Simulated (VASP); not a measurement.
# Cu (P6_3/mmc) in VASP: further runs

The runs below take Cu through elastic constants, equation of state, with PBEsol, revPBE.

Program: VASP 6.6.1. These are calculated values, not measurements. Logs are shortened: lines on timing, memory, paths and dates and some standing lists are left out, and cuts for length are marked.

**1. The cell of the first run**

The structure is hexagonal, space group P6_3/mmc (No. 194). Conventional cell: a = 2.534 Å, b = 2.534 Å, c = 4.113 Å, α = 90.00°, β = 90.00°, γ = 120.00°. Cu (site symmetry -6m2) has 12 Cu at 2.52 to 2.53 Å within 3.3 Å.

This isn't the form of Cu at room conditions, which is fcc.

**2. Elastic constants, PBEsol**

INCAR

```
SYSTEM = Cu
  PREC = Accurate
  ENCUT = 600
  EDIFF = 1E-8
  ISMEAR = -1
  SIGMA = 0.05
  LREAL = .False.
  LASPH = .True.
  NELM = 80
  ALGO = Normal
  ISIF = 3
  LWAVE = .False.
  LCHARG = .False.
  GGA = PS
  NBANDS = 18
  IBRION = 6
  NFREE = 2
  POTIM = 0.015
  NSW = 1
```

KPOINTS

```
Automatic mesh
0
Gamma
  9 9 5
  0 0 0
```

POSCAR

```
Cu
1.0
    2.5340966698      0.0000000000      0.0000000000
   -1.2670483349      2.1945920917      0.0000000000
    0.0000000000      0.0000000000      4.1125710000
Cu
2
Direct
    0.6666666667      0.3333333333      0.7500000000
    0.3333333333      0.6666666667      0.2500000000
```

Potentials or basis: VASP PAW PBE potentials, release 64 (Cu).

Run with:

```console
$ cat potpaw_PBE.64/Cu/POTCAR > POTCAR
$ mpirun -np 1 vasp_std > vasp.out
```

OUTCAR:

```text
SYSTEM = Cu
   PREC = Accurate
   ENCUT = 600
   EDIFF = 1E-8
   ISMEAR = -1
   LREAL = .False.
   LASPH = .True.
   NELM = 80
   ISIF = 3
   GGA = PS
   IBRION = 6
   NFREE = 2
   POTIM = 0.015
   NSW = 1

 ion  position               nearest neighbor table
   1  0.667  0.333  0.750-   2 2.52   2 2.52   2 2.52   2 2.52   2 2.52   2 2.52
   2  0.333  0.667  0.250-   1 2.52   1 2.52   1 2.52   1 2.52   1 2.52   1 2.52

  LATTYP: Found a hexagonal cell.
 ALAT       =     2.5340966698
 C/A-ratio  =     1.6228942838

  Lattice vectors:

 A1 = (   2.5340966698,   0.0000000000,   0.0000000000)
 A2 = (  -1.2670483349,   2.1945920917,   0.0000000000)
 A3 = (   0.0000000000,   0.0000000000,   4.1125710000)

Analysis of symmetry for initial positions (statically):
=====================================================================
 Subroutine PRICEL returns:
 Original cell was already a primitive cell.

 Routine SETGRP: Setting up the symmetry group for a
 hexagonal supercell.

 Subroutine GETGRP returns: Found 24 space group operations
 (whereof 12 operations were pure point group operations)
 out of a pool of 24 trial point group operations.

The static configuration has the point symmetry D_3d.
 The point group associated with its full space group is D_6h.

Analysis of symmetry for dynamics (positions and initial velocities):
=====================================================================
 Subroutine PRICEL returns:
 Original cell was already a primitive cell.

 Routine SETGRP: Setting up the symmetry group for a
 hexagonal supercell.

 Subroutine GETGRP returns: Found 24 space group operations
 (whereof 12 operations were pure point group operations)
 out of a pool of 24 trial point group operations.

The dynamic configuration has the point symmetry D_3d.
 The point group associated with its full space group is D_6h.

 Subroutine INISYM returns: Found 24 space group operations
 (whereof 12 operations are pure point group operations),
 and found     1 'primitive' translations

----------------------------------------------------------------------------------------

                                     Primitive cell

  volume of cell :      22.8713

  direct lattice vectors                    reciprocal lattice vectors
     2.534096670  0.000000000  0.000000000     0.394617937  0.227832772  0.000000000
    -1.267048335  2.194592092  0.000000000     0.000000000  0.455665544  0.000000000
     0.000000000  0.000000000  4.112571000     0.000000000  0.000000000  0.243156896

  length of vectors
     2.534096670  2.534096670  4.112571000     0.455665544  0.455665544  0.243156896

  position of ions in fractional coordinates (direct lattice)
     0.666666667  0.333333333  0.750000000
     0.333333333  0.666666667  0.250000000

  ion indices of the primitive-cell ions
   primitive index   ion index
                 1           1
                 2           2

----------------------------------------------------------------------------------------

[... 113 lines left out ...]
  ext. energy  EPLUGINS =         0.00000000
  ---------------------------------------------------
  free energy    TOTEN  =        -8.63930096 eV

  energy without entropy =       -8.63758850  energy(sigma->0) =       -8.63844473

------------------------ aborting loop because EDIFF is reached ----------------------------------------

  FORCE on cell =-STRESS in cart. coord.  units (eV):
  Direction    XX          YY          ZZ          XY          YZ          ZX
  --------------------------------------------------------------------------------------
  -------------------------------------------------------------------------------------
  Total       -0.3332117     -0.3332117      0.2690106      0.0000000     -0.0000000      0.0000000
  in kB      -23.3421272    -23.3421272     18.8447154      0.0000000     -0.0000000      0.0000000
  external PRESSURE =      -9.2798463 kB  Pullay stress =       0.0000000 kB
[... 89 lines left out ...]
  FREE ENERGIE OF THE ION-ELECTRON SYSTEM (eV)
  ---------------------------------------------------
  free  energy   TOTEN  =        -8.6395456707 eV

  energy  without entropy=       -8.6376163660  energy(sigma->0) =       -8.63858102

[... ionic steps 4 to 14 ...]

--------------------------------------- Ionic step       15  -------------------------------------------

 number of electron      21.9999995 magnetization

------------------------ aborting loop because EDIFF is reached ----------------------------------------
[... 67 lines left out ...]
--------------------------------------- Ionic step       17  -------------------------------------------

 number of electron      21.9999990 magnetization

 Free energy of the ion-electron system (eV)
  ---------------------------------------------------
  ext. energy  EPLUGINS =         0.00000000
  ---------------------------------------------------
  free energy    TOTEN  =        -8.63840425 eV

  energy without entropy =       -8.63669286  energy(sigma->0) =       -8.63754856

 E-fermi :   7.9396     XC(G=0): -13.0956

 val. band max:        7.8439749698   @ k =   0.1111   0.1111   0.2000
 cond. band min:       8.0685950636   @ k =   0.1111  -0.0000   0.0000
 fundamental gap:      0.2246200938
 Fermi energy:         7.9395889130

 k-point     1 :       0.0000    0.0000    0.0000
  band No.  band energies     occupation
      1      -1.8326      2.00000
      2       2.5419      2.00000
      3       4.7065      2.00000
      4       4.7394      2.00000
      5       4.7394      2.00000
      6       4.9633      2.00000
[... 481 lines left out ...]
      5       4.4927      2.00000
      6       4.4927      2.00000
[... 10 lines left out ...]
     17      23.6374      0.00000
     18      23.7601      0.00000

 [... further k-points ...]
[... 5 lines left out ...]
  --------------------------------------------------------------------------------------
  -------------------------------------------------------------------------------------
  Total       -0.3310765     -0.3310765      0.2739018      0.0000000      0.0000000      0.0000000
  in kB      -23.1925548    -23.1925548     19.1873563      0.0000000      0.0000000      0.0000000
  external PRESSURE =      -9.0659178 kB  Pullay stress =       0.0000000 kB
[... 17 lines left out ...]
  FREE ENERGIE OF THE ION-ELECTRON SYSTEM (eV)
  ---------------------------------------------------
  free  energy   TOTEN  =        -8.6384042525 eV

  energy  without entropy=       -8.6366928586  energy(sigma->0) =       -8.63754856

 INTERNAL STRAIN TENSORS FROM STRAINED CELLS
 ============================================

 INTERNAL STRAIN TENSOR FOR ION    1 for displacements in x,y,z  (eV/Angst):
          X           Y           Z          XY          YZ          ZX
  --------------------------------------------------------------------------------
  x    -0.00000    -0.00000     0.00000     1.74621     0.00000    -0.00000
  y     1.73102    -1.72095     0.00000    -0.00004     0.00007    -0.00004
  z    -0.00000     0.00000     0.00000     0.00000     0.00059    -0.00000

 INTERNAL STRAIN TENSORS FROM DISPLACED ATOMS
 ============================================

 INTERNAL STRAIN TENSOR FOR ION    1 for displacements in x,y,z  (eV/Angst):
          X           Y           Z          XY          YZ          ZX
  --------------------------------------------------------------------------------
  x     0.00000     0.00000     0.00000     1.74529     0.00000     0.00000
  y     1.74529    -1.74529     0.00000     0.00000     0.00000     0.00000
  z    -0.00000    -0.00000    -0.00000     0.00000     0.00000     0.00000

 INTERNAL STRAIN TENSOR FOR ION    2 for displacements in x,y,z  (eV/Angst):
          X           Y           Z          XY          YZ          ZX
  --------------------------------------------------------------------------------
  x     0.00000     0.00000     0.00000    -1.74529     0.00000     0.00000
  y    -1.74529     1.74529    -0.00000     0.00000     0.00000     0.00000
  z     0.00000     0.00000     0.00000     0.00000     0.00000     0.00000

 Eigenvectors and eigenvalues of the dynamical matrix
 ----------------------------------------------------

   1 f  =    7.823265 THz    49.155023 2PiTHz  260.956026 cm-1    32.354409 meV
             X         Y         Z           dx          dy          dz
      1.267048  0.731531  3.084428     0.000000   -0.000000    0.707107
     -0.000000  1.463061  1.028143    -0.000000    0.000000   -0.707107
[... 11 lines left out ...]
   4 f  =    0.000000 THz     0.000000 2PiTHz    0.000001 cm-1     0.000000 meV
             X         Y         Z           dx          dy          dz
      1.267048  0.731531  3.084428     0.707107   -0.000000    0.000000
     -0.000000  1.463061  1.028143     0.707107   -0.000000    0.000000

   5 f/i=    0.000000 THz     0.000000 2PiTHz    0.000001 cm-1     0.000000 meV
             X         Y         Z           dx          dy          dz
      1.267048  0.731531  3.084428    -0.000000    0.674773    0.211379
     -0.000000  1.463061  1.028143    -0.000000    0.674773    0.211379

   6 f/i=    0.000000 THz     0.000001 2PiTHz    0.000003 cm-1     0.000000 meV
             X         Y         Z           dx          dy          dz
      1.267048  0.731531  3.084428     0.000000    0.211379   -0.674773
     -0.000000  1.463061  1.028143     0.000000    0.211379   -0.674773

--------------------------------------------------------------------------------------------------------

 ELASTIC MODULI CONTR FROM IONIC RELAXATION (kBar)
 Direction    XX          YY          ZZ          XY          YZ          ZX
 --------------------------------------------------------------------------------
 XX        -130.6596    130.6596     -0.0000      0.0000      0.0000      0.0000
 YY         130.6596   -130.6596      0.0000      0.0000      0.0000      0.0000
 ZZ          -0.0000      0.0000     -0.0000      0.0000      0.0000      0.0000
 XY           0.0000      0.0000      0.0000   -130.6596      0.0000      0.0000
 YZ           0.0000      0.0000      0.0000      0.0000      0.0000      0.0000
 ZX           0.0000      0.0000      0.0000      0.0000      0.0000      0.0000
 --------------------------------------------------------------------------------

 TOTAL ELASTIC MODULI (kBar)
 Direction    XX          YY          ZZ          XY          YZ          ZX
 --------------------------------------------------------------------------------
 XX        2722.6603   1128.0075    877.1861      0.0000     -0.0000      0.0000
 YY        1128.0075   2722.6603    877.1861      0.0000     -0.0000      0.0000
 ZZ         877.1861    877.1861   3209.1619      0.0000     -0.0000     -0.0000
 XY           0.0000      0.0000      0.0000    797.3264      0.0000     -0.0000
 YZ          -0.0000     -0.0000     -0.0000      0.0000    693.1509      0.0000
 ZX           0.0000      0.0000     -0.0000     -0.0000      0.0000    693.1508
 --------------------------------------------------------------------------------
```

Run time: 11 min. Hardware: 1 thread of AMD EPYC 7R43 (Zen 3), shared host; peak memory 0.19 GiB.

What came out:

- Voigt bulk modulus: 160 GPa
- Highest phonon frequency at Γ: 261 cm⁻¹

Phonon frequencies in cm⁻¹ (negative: imaginary):
```
              q point        frequencies
(0.000, 0.000, 0.000)  0 0 0 118 118 261
```

Elastic tensor in Voigt notation (GPa, in the Cartesian axes of the cell as first typed):
```
272 113  88   0   0   0
113 272  88   0   0   0
 88  88 321   0   0   0
  0   0   0  69   0   0
  0   0   0   0  69   0
  0   0   0   0   0  80
```

Clamped-ion elastic tensor (GPa):
```
285 100  88   0   0   0
100 285  88   0   0   0
 88  88 321   0   0   0
  0   0   0  69   0   0
  0   0   0   0  69   0
  0   0   0   0   0  93
```

Caveat: the PAW data sets were made with another functional, which shifts forces and pressure a little.

**3. Equation of state, revPBE**

POSCAR.step1

```
Cu
1.0
    2.4556717206      0.0000000000      0.0000000000
   -1.2278358603      2.1266740934      0.0000000000
    0.0000000000      0.0000000000      3.9852955983
Cu
2
Direct
    0.6666666667      0.3333333333      0.7500000000
    0.3333333333      0.6666666667      0.2500000000
```

POSCAR.step2

```
Cu
1.0
    2.4823658959      0.0000000000      0.0000000000
   -1.2411829479      2.1497919273      0.0000000000
    0.0000000000      0.0000000000      4.0286174227
Cu
2
Direct
    0.6666666667      0.3333333333      0.7500000000
    0.3333333333      0.6666666667      0.2500000000
```

POSCAR.step3

```
Cu
1.0
    2.5084979836      0.0000000000      0.0000000000
   -1.2542489918      2.1724229791      0.0000000000
    0.0000000000      0.0000000000      4.0710270384
Cu
2
Direct
    0.6666666667      0.3333333333      0.7500000000
    0.3333333333      0.6666666667      0.2500000000
```

POSCAR.step4

```
Cu
1.0
    2.5340966698      0.0000000000      0.0000000000
   -1.2670483349      2.1945920917      0.0000000000
    0.0000000000      0.0000000000      4.1125710000
Cu
2
Direct
    0.6666666667      0.3333333333      0.7500000000
    0.3333333333      0.6666666667      0.2500000000
```

POSCAR.step5

```
Cu
1.0
    2.5591883677      0.0000000000      0.0000000000
   -1.2795941838      2.2163221395      0.0000000000
    0.0000000000      0.0000000000      4.1532921730
Cu
2
Direct
    0.6666666667      0.3333333333      0.7500000000
    0.3333333333      0.6666666667      0.2500000000
```

POSCAR.step6

```
Cu
1.0
    2.5837974578      0.0000000000      0.0000000000
   -1.2918987289      2.2376342367      0.0000000000
    0.0000000000      0.0000000000      4.1932301247
Cu
2
Direct
    0.6666666667      0.3333333333      0.7500000000
    0.3333333333      0.6666666667      0.2500000000
```

POSCAR.step7

```
Cu
1.0
    2.6079464973      0.0000000000      0.0000000000
   -1.3039732486      2.2585479184      0.0000000000
    0.0000000000      0.0000000000      4.2324214629
Cu
2
Direct
    0.6666666667      0.3333333333      0.7500000000
    0.3333333333      0.6666666667      0.2500000000
```

INCAR

```
ALGO     = Normal         # electronic algorithm
EDIFF    = 1E-7           # SCF threshold, eV
ENCUT    = 620            # plane-wave cutoff, eV
GGA      = RE             # functional
GGA_COMPAT= F            
ISIF     = 2              # what is computed and relaxed
ISMEAR   = 1              # smearing method
KPAR     = 4            
LASPH    = T              # aspherical terms in the spheres
LCHARG   = F              # write CHGCAR
LREAL    = F              # projectors in reciprocal space
LWAVE    = F              # write WAVECAR
NELM     = 120            # most SCF steps
NSW      = 0              # ionic steps
PREC     = Accurate       # precision mode
SIGMA    = 0.05           # smearing width, eV
```

KPOINTS

```
Automatic mesh
0
Gamma
  20 20 11
  0 0 0
```

Potentials or basis: VASP PAW PBE potentials, release 64 (Cu).

Run with:

```console
$ cat potpaw_PBE.64/Cu/POTCAR > POTCAR
$ cp POSCAR.step1 POSCAR
$ mpirun -np 4 vasp_std > vasp.out
$ cp POSCAR.step2 POSCAR
$ mpirun -np 4 vasp_std > vasp.out
$ cp POSCAR.step3 POSCAR
$ mpirun -np 4 vasp_std > vasp.out
$ cp POSCAR.step4 POSCAR
$ mpirun -np 4 vasp_std > vasp.out
$ cp POSCAR.step5 POSCAR
$ mpirun -np 4 vasp_std > vasp.out
$ cp POSCAR.step6 POSCAR
$ mpirun -np 4 vasp_std > vasp.out
$ cp POSCAR.step7 POSCAR
$ mpirun -np 4 vasp_std > vasp.out
```

OUTCAR:

```text
EDIFF = 1E-7
   ENCUT = 620
   GGA = RE
   ISIF = 2
   ISMEAR = 1
   LASPH = T
   LREAL = F
   NELM = 120
   NSW = 0
   PREC = Accurate

 ion  position               nearest neighbor table
   1  0.667  0.333  0.750-   2 2.60   2 2.60   2 2.60   2 2.60   2 2.60   2 2.60
   2  0.333  0.667  0.250-   1 2.60   1 2.60   1 2.60   1 2.60   1 2.60   1 2.60

  LATTYP: Found a hexagonal cell.
 ALAT       =     2.6079464973
 C/A-ratio  =     1.6228942838

  Lattice vectors:

 A1 = (   2.6079464973,   0.0000000000,   0.0000000000)
 A2 = (  -1.3039732486,   2.2585479184,   0.0000000000)
 A3 = (   0.0000000000,   0.0000000000,   4.2324214629)

Analysis of symmetry for initial positions (statically):
=====================================================================
 Subroutine PRICEL returns:
 Original cell was already a primitive cell.

 Routine SETGRP: Setting up the symmetry group for a
 hexagonal supercell.

 Subroutine GETGRP returns: Found 24 space group operations
 (whereof 12 operations were pure point group operations)
 out of a pool of 24 trial point group operations.
[... 176 lines left out ...]
 fundamental gap:      0.0076972391
 Fermi energy:         6.9795862766

 k-point     1 :       0.0000    0.0000    0.0000
  band No.  band energies     occupation
      1      -1.8914      2.00000
      2       2.2874      2.00000
      3       4.2064      2.00000
      4       4.2472      2.00000
      5       4.2472      2.00000
      6       4.4410      2.00000
      7       4.4410      2.00000
      8       4.6778      2.00000
      9       4.6778      2.00000
     10       5.3778      2.00000
     11       5.3778      2.00000
     12       6.2511      2.00000
     13      10.6463      0.00000
     14      27.8373      0.00000
[... 401 lines left out ...]
      2       3.1195      2.00000
      3       3.3653      2.00000
      4       3.6774      2.00000
      5       4.2062      2.00000
      6       4.2643      2.00000
      7       4.4884      2.00000
      8       4.8727      2.00000
      9       5.1219      2.00000
     10       5.3615      2.00000
     11       5.4618      2.00000
     12      11.0653      0.00000
     13      11.8686      0.00000
     14      15.1647      0.00000
     15      18.9377      0.00000

 [... further k-points ...]
[... 5 lines left out ...]
  --------------------------------------------------------------------------------------
  -------------------------------------------------------------------------------------
  Total       -0.2176673     -0.2176673     -0.1161090     -0.0000000      0.0000000      0.0000000
  in kB      -13.9890051    -13.9890051     -7.4620712     -0.0000000      0.0000000      0.0000000
  external PRESSURE =     -11.8133605 kB  Pullay stress =       0.0000000 kB

 VOLUME and BASIS-vectors are now :
 -----------------------------------------------------------------------------
  energy-cutoff  :      620.00
  volume of cell :       24.93
      direct lattice vectors                 reciprocal lattice vectors
     2.607946497  0.000000000  0.000000000     0.383443449  0.221381179  0.000000000
    -1.303973249  2.258547918  0.000000000     0.000000000  0.442762357  0.000000000
     0.000000000  0.000000000  4.232421463     0.000000000  0.000000000  0.236271366

 POSITION                                       TOTAL-FORCE (eV/Angst)
 -----------------------------------------------------------------------------------
      1.30397      0.75285      3.17432        -0.000000      0.000000     -0.000000
     -0.00000      1.50570      1.05811         0.000000     -0.000000      0.000000
 -----------------------------------------------------------------------------------
    total drift:                               -0.000000      0.000000     -0.000000

  FREE ENERGIE OF THE ION-ELECTRON SYSTEM (eV)
  ---------------------------------------------------
  free  energy   TOTEN  =        -6.6869953532 eV

  energy  without entropy=       -6.6869738430  energy(sigma->0) =       -6.68698818
```

Wall time 1.9 min (4 MPI ranks of Intel Xeon 6975P-C (Granite Rapids), shared host); peak memory 0.22 GiB.

Results:

```yaml
Equilibrium_volume: 12.35 Å³/atom
Bulk_modulus_at_fixed_shape_and_positions: 123 GPa
Pressure_derivative_of_the_bulk_modulus: 5.1
```

Energy against volume, from the lowest point:
```csv
volume (Å³/atom),energy (meV/atom)
10.406,166.80
10.749,105.71
11.093,61.06
11.436,30.18
11.779,10.86
12.122,1.28
12.465,0.00
```

Caveat: the cell was scaled at fixed shape and fractional positions, which overstates the stiffness of a crystal with free parameters, most of all of layers and chains; the PAW data sets were made with another functional, which shifts forces and pressure a little.
